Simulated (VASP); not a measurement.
# FeCoC4N4 (P-43m) in VASP: single point with PBE

Aim: the single point of FeCoC4N4 with PBE.

Everything below comes from runs of VASP 6.6.1. Logs are shortened: lines on timing, memory, paths and dates and some standing lists are left out, and cuts for length are marked.

**1. The cell of the first run**

It takes space group P-43m (No. 215, cubic). The conventional cell has a = 5.810 Å, b = 5.810 Å, c = 5.810 Å, α = 90.00°, β = 90.00°, γ = 90.00°. Within 2.6 Å of Fe (site symmetry -43m) lie 4 N at 1.94 Å. Within 2.5 Å of Co (site symmetry -43m) lie 4 C at 1.92 Å. C (site symmetry 3m) has 1 N at 1.17 Å within 1.6 Å. N (site symmetry 3m) has 1 C at 1.17 Å within 1.6 Å.

**2. Single point, PBE, collinear spin, ferromagnetic start**

Contents of INCAR:

```
SYSTEM = FeCoC4N4
PREC     = Accurate       ! precision mode
ENCUT    = 520            ! plane-wave cutoff, eV
EDIFF    = 1E-7           ! SCF threshold, eV
ISMEAR   = 0              ! smearing method
SIGMA    = 0.1            ! smearing width, eV
LREAL    = .FALSE.        ! projectors in reciprocal space
LASPH    = .TRUE.         ! aspherical terms in the spheres
NELM     = 150            ! most SCF steps
ALGO     = Normal         ! electronic algorithm
ISIF     = 2              ! what is computed and relaxed
LWAVE    = .FALSE.        ! write WAVECAR
LCHARG   = .TRUE.         ! write CHGCAR
ISPIN    = 2              ! spin polarisation
MAGMOM   = 3.6 2.14 0 0 0 0 0 0 0 0 ! initial moments
LORBIT   = 11             ! projections on sites
LMAXMIX  = 4              ! l up to which the mixer works
GGA      = PE             ! functional
LELF     = .TRUE.         ! ELF
LVHAR    = .TRUE.       
NBANDS   = 42             ! bands
```

Contents of KPOINTS:

```
regular mesh
0
G
  6 6 6
  0 0 0
```

Contents of POSCAR:

```
FeCoC4N4
1.0
    5.8102091754      0.0000000000      0.0000000000
    0.0000000000      5.8102091754      0.0000000000
    0.0000000000      0.0000000000      5.8102091754
Fe Co C N
1 1 4 4
Direct
    0.5000000000      0.5000000000      0.5000000000
    0.0000000000      0.0000000000      0.0000000000
    0.1902964327      0.1902964327      0.1902964327
    0.1902964327      0.8097035673      0.8097035673
    0.8097035673      0.1902964327      0.8097035673
    0.8097035673      0.8097035673      0.1902964327
    0.3070067166      0.3070067166      0.3070067166
    0.3070067166      0.6929932834      0.6929932834
    0.6929932834      0.3070067166      0.6929932834
    0.6929932834      0.6929932834      0.3070067166
```

Potentials or basis: VASP PAW PBE potentials, release 64 (Fe, Co, C, N).

On the command line:

```
> cat potpaw_PBE.64/Fe/POTCAR potpaw_PBE.64/Co/POTCAR potpaw_PBE.64/C/POTCAR potpaw_PBE.64/N/POTCAR > POTCAR
> mpirun -np 1 vasp_std > vasp.out
```

OUTCAR:

```text
SYSTEM = FeCoC4N4
   PREC = Accurate
   ENCUT = 520
   EDIFF = 1E-7
   ISMEAR = 0
   LREAL = .FALSE.
   LASPH = .TRUE.
   NELM = 150
   ISIF = 2
   ISPIN = 2
   LORBIT = 11
   GGA = PE

 ion  position               nearest neighbor table
   1  0.500  0.500  0.500-   7 1.94   8 1.94   9 1.94  10 1.94
   2  0.000  0.000  0.000-   3 1.92   4 1.92   5 1.92   6 1.92
   3  0.190  0.190  0.190-   7 1.17   2 1.92
   4  0.190  0.810  0.810-   8 1.17   2 1.92
   5  0.810  0.190  0.810-   9 1.17   2 1.92
   6  0.810  0.810  0.190-  10 1.17   2 1.92
   7  0.307  0.307  0.307-   3 1.17   1 1.94
   8  0.307  0.693  0.693-   4 1.17   1 1.94
   9  0.693  0.307  0.693-   5 1.17   1 1.94
  10  0.693  0.693  0.307-   6 1.17   1 1.94

  LATTYP: Found a simple cubic cell.
 ALAT       =     5.8102091754

  Lattice vectors:

 A1 = (   5.8102091754,   0.0000000000,   0.0000000000)
 A2 = (   0.0000000000,   5.8102091754,   0.0000000000)
 A3 = (   0.0000000000,   0.0000000000,   5.8102091754)

Analysis of symmetry for initial positions (statically):
=====================================================================
 Subroutine PRICEL returns:
 Original cell was already a primitive cell.

 Routine SETGRP: Setting up the symmetry group for a
 simple cubic supercell.

 Subroutine GETGRP returns: Found 24 space group operations
 (whereof 24 operations were pure point group operations)
 out of a pool of 48 trial point group operations.

The static configuration has the point symmetry T_d .

Analysis of symmetry for dynamics (positions and initial velocities):
=====================================================================
 Subroutine PRICEL returns:
 Original cell was already a primitive cell.

 Routine SETGRP: Setting up the symmetry group for a
 simple cubic supercell.

 Subroutine GETGRP returns: Found 24 space group operations
 (whereof 24 operations were pure point group operations)
 out of a pool of 48 trial point group operations.

The dynamic configuration has the point symmetry T_d .

Analysis of structural, dynamic, and magnetic symmetry:
=====================================================================
 Subroutine PRICEL returns:
 Original cell was already a primitive cell.

 Routine SETGRP: Setting up the symmetry group for a
 simple cubic supercell.

 Subroutine GETGRP returns: Found 24 space group operations
 (whereof 24 operations were pure point group operations)
 out of a pool of 48 trial point group operations.

The overall configuration has the point symmetry T_d .

 Subroutine INISYM returns: Found 24 space group operations
 (whereof 24 operations are pure point group operations),
 and found     1 'primitive' translations

----------------------------------------------------------------------------------------

                                     Primitive cell

  volume of cell :     196.1441

  direct lattice vectors                    reciprocal lattice vectors
     5.810209175  0.000000000  0.000000000     0.172110843  0.000000000  0.000000000
     0.000000000  5.810209175  0.000000000     0.000000000  0.172110843  0.000000000
     0.000000000  0.000000000  5.810209175     0.000000000  0.000000000  0.172110843

  length of vectors
     5.810209175  5.810209175  5.810209175     0.172110843  0.172110843  0.172110843

  position of ions in fractional coordinates (direct lattice)
     0.500000000  0.500000000  0.500000000
     0.000000000  0.000000000  0.000000000
     0.190296433  0.190296433  0.190296433
     0.190296433  0.809703567  0.809703567
     0.809703567  0.190296433  0.809703567
     0.809703567  0.809703567  0.190296433
     0.307006717  0.307006717  0.307006717
     0.307006717  0.692993283  0.692993283
     0.692993283  0.307006717  0.692993283
     0.692993283  0.692993283  0.307006717

  ion indices of the primitive-cell ions
   primitive index   ion index
                 1           1
                 2           2
                 3           3
                 4           4
                 5           5
                 6           6
                 7           7
                 8           8
                 9           9
                10          10

[... 58 lines left out ...]
   ISTART =      0    job   : 0-new  1-cont  2-samecut
   ICHARG =      2    charge: 1-file 2-atom 10-const
   ISPIN  =      2    spin polarized calculation?
   LNONCOLLINEAR =      F non collinear calculations
   LSORBIT =      F    spin-orbit coupling
   LASPH  =      T    aspherical Exc in radial PAW
   ENCUT  =  520.0 eV  38.22 Ry    6.18 a.u.  10.80 10.80 10.80*2*pi/ulx,y,z
   NELM   =    150;   NELMIN=  2; NELMDL= -5     # of ELM steps
   EDIFF  = 0.1E-06   stopping-criterion for ELM
   LREAL  =      F    real-space projection
   EDIFFG = 0.1E-05   stopping-criterion for IOM
   NSW    =      0    number of steps for IOM
   IBRION =     -1    ionic relax: 0-MD 1-quasi-New 2-CG
   NFREE  =      0    steps in history (QN), initial steepest desc. (CG)
   ISIF   =      2    stress and relaxation
   ISYM   =      2    0-nonsym 1-usesym 2-fastsym
   POTIM  = 0.5000    time-step for ionic-motion
   TEBEG  =    0.0;   TEEND  =   0.0 temperature during run
   PSTRESS=    0.0 pullay stress
   NELECT =      53.0000    total number of electrons
   NUPDOWN=      -1.0000    fix difference up-down
   EMIN   =  10.00;   EMAX   =-10.00  energy-range for DOS
   EFERMI =   0.00;   METHOD = LEGACY
   ISMEAR =     0;   SIGMA  =   0.10  broadening in eV -4-tet -1-fermi 0-gaus
   EFERMI_NEDOS =   21; number of points for ismear=-14 and -15
   IALGO  =     38    algorithm
   IMIX   =      4    mixing-type and parameters
     AMIX     =   0.40;   BMIX     =  1.00
     AMIX_MAG =   1.60;   BMIX_MAG =  1.00
  volume/ion in A,a.u.               =      19.61       132.36
  Fermi-wavevector in a.u.,A,eV,Ry     =   1.058380  2.000048 15.240818  1.120169
  Thomas-Fermi vector in A             =   2.193687
   LORBIT       =     11    0 simple, 1 ext, 2 COOP (PROOUT), +10 PAW based schemes
   GGA     = PE    functional components
   LHFCALC =     F    Hartree Fock is set to
   AEXX    =    0.0000 exact exchange contribution
   IVDW    =     0    specifies the selected vdW correction
   LEPSILON=     F    determine dielectric tensor
   LRPA    =     F    only Hartree local field effects (RPA)
 spin polarized calculation
 Gauss-broadening in eV      SIGMA  =   0.10
  energy-cutoff  :      520.00
  volume of cell :      196.14
 maximum number of plane-waves:      5315
 NGX is ok and might be reduce to    48
   NGX = 21   NGY = 21   NGZ = 21

 number of electron      53.0000006 magnetization       1.1066140

 Free energy of the ion-electron system (eV)
  ---------------------------------------------------
  ext. energy  EPLUGINS =         0.00000000
  ---------------------------------------------------
  free energy    TOTEN  =       -81.18935318 eV

  energy without entropy =      -81.12747449  energy(sigma->0) =      -81.15841383

 E-fermi :  -0.5158     XC(G=0):  -7.2864

 val. band max:       -0.5172040835   @ k =   0.3333   0.3333   0.1667
 cond. band min:      -0.5130770119   @ k =   0.0000   0.0000   0.0000
 fundamental gap:      0.0041270716
 Fermi energy:        -0.5158254255

 spin component 1

 k-point     1 :       0.0000    0.0000    0.0000
  band No.  band energies     occupation
      1     -18.6234      1.00000
      2     -18.4832      1.00000
      3     -18.4832      1.00000
      4     -18.4832      1.00000
      5      -9.1842      1.00000
      6      -8.2222      1.00000
[... 809 lines left out ...]
     37       4.5206      0.00000
     38       4.5206      0.00000
 Fermi energy:        -0.5158254255

 spin component 2

 k-point     1 :       0.0000    0.0000    0.0000
  band No.  band energies     occupation
      1     -18.6372      1.00000
      2     -18.4987      1.00000
      3     -18.4987      1.00000
      4     -18.4987      1.00000
      5      -9.1475      1.00000
      6      -8.0314      1.00000
[... 809 lines left out ...]
     37       4.4876      0.00000
     38       4.4876      0.00000
 [bands above 38 left out]

------------------------ aborting loop because EDIFF is reached ----------------------------------------

  FORCE on cell =-STRESS in cart. coord.  units (eV):
  Direction    XX          YY          ZZ          XY          YZ          ZX
  --------------------------------------------------------------------------------------
  -------------------------------------------------------------------------------------
  Total        0.2556833      0.2556833      0.2556833      0.0000000      0.0000000     -0.0000000
  in kB        2.0885152      2.0885152      2.0885152      0.0000000      0.0000000     -0.0000000
  external PRESSURE =       2.0885152 kB  Pullay stress =       0.0000000 kB

 VOLUME and BASIS-vectors are now :
 -----------------------------------------------------------------------------
  energy-cutoff  :      520.00
  volume of cell :      196.14
      direct lattice vectors                 reciprocal lattice vectors
     5.810209175  0.000000000  0.000000000     0.172110843  0.000000000  0.000000000
     0.000000000  5.810209175  0.000000000     0.000000000  0.172110843  0.000000000
     0.000000000  0.000000000  5.810209175     0.000000000  0.000000000  0.172110843

 POSITION                                       TOTAL-FORCE (eV/Angst)
 -----------------------------------------------------------------------------------
      2.90510      2.90510      2.90510        -0.000000     -0.000000      0.000000
      0.00000      0.00000      0.00000        -0.000000     -0.000000      0.000000
      1.10566      1.10566      1.10566        -0.202130     -0.202130     -0.202130
      1.10566      4.70455      4.70455        -0.202130      0.202130      0.202130
      4.70455      1.10566      4.70455         0.202130     -0.202130      0.202130
      4.70455      4.70455      1.10566         0.202130      0.202130     -0.202130
      1.78377      1.78377      1.78377         0.156196      0.156196      0.156196
      1.78377      4.02644      4.02644         0.156196     -0.156196     -0.156196
      4.02644      1.78377      4.02644        -0.156196      0.156196     -0.156196
      4.02644      4.02644      1.78377        -0.156196     -0.156196      0.156196
 -----------------------------------------------------------------------------------
    total drift:                               -0.000000     -0.000000     -0.000000

  FREE ENERGIE OF THE ION-ELECTRON SYSTEM (eV)
  ---------------------------------------------------
  free  energy   TOTEN  =       -81.1893531759 eV

  energy  without entropy=      -81.1274744866  energy(sigma->0) =      -81.15841383

 total charge

# of ion       s       p       d       tot
------------------------------------------
    1        0.382   0.548   6.050   6.980
    2        0.489   0.685   7.152   8.326
    3        0.961   1.613   0.000   2.574
    4        0.961   1.613   0.000   2.574
    5        0.961   1.613   0.000   2.574
    6        0.961   1.613   0.000   2.574
    7        1.301   2.595   0.000   3.896
    8        1.301   2.595   0.000   3.896
    9        1.301   2.595   0.000   3.896
   10        1.301   2.595   0.000   3.896
--------------------------------------------------
tot          9.919  18.066  13.202  41.186

 magnetization (x)

# of ion       s       p       d       tot
------------------------------------------
    1        0.015   0.081   3.229   3.325
    2       -0.011  -0.143  -1.881  -2.035
    3       -0.009   0.025   0.000   0.016
    4       -0.009   0.025   0.000   0.016
    5       -0.009   0.025   0.000   0.016
    6       -0.009   0.025   0.000   0.016
    7        0.004  -0.041   0.000  -0.038
    8        0.004  -0.041   0.000  -0.038
    9        0.004  -0.041   0.000  -0.038
   10        0.004  -0.041   0.000  -0.038
--------------------------------------------------
tot         -0.016  -0.129   1.349   1.204
```

Wall time 37 min (1 thread of Intel Xeon 8259CL, shared host); peak memory 0.58 GiB.

Results:

- Free energy: -81.1894 eV
- Pressure: 0.2 GPa
- Largest force: 0.350 eV/Å
- Net moment: 1.11 μB per cell
- Site moments: Fe +3.33; Co -2.04; C +0.02; N -0.04 μB
- Valence electrons inside the program's atomic spheres: Fe 6.98; Co 8.33; C 2.57; N 3.90

Forces in eV/Å, atoms in the order of the input:
```
Fe   0.000  0.000  0.000
Co   0.000  0.000  0.000
C   -0.202 -0.202 -0.202
C   -0.202  0.202  0.202
C    0.202 -0.202  0.202
C    0.202  0.202 -0.202
N    0.156  0.156  0.156
N    0.156 -0.156 -0.156
N   -0.156  0.156 -0.156
N   -0.156 -0.156  0.156
```

With open d or f shells a metallic result of PBE can be an artefact of self-interaction; +U or a hybrid may open a gap.
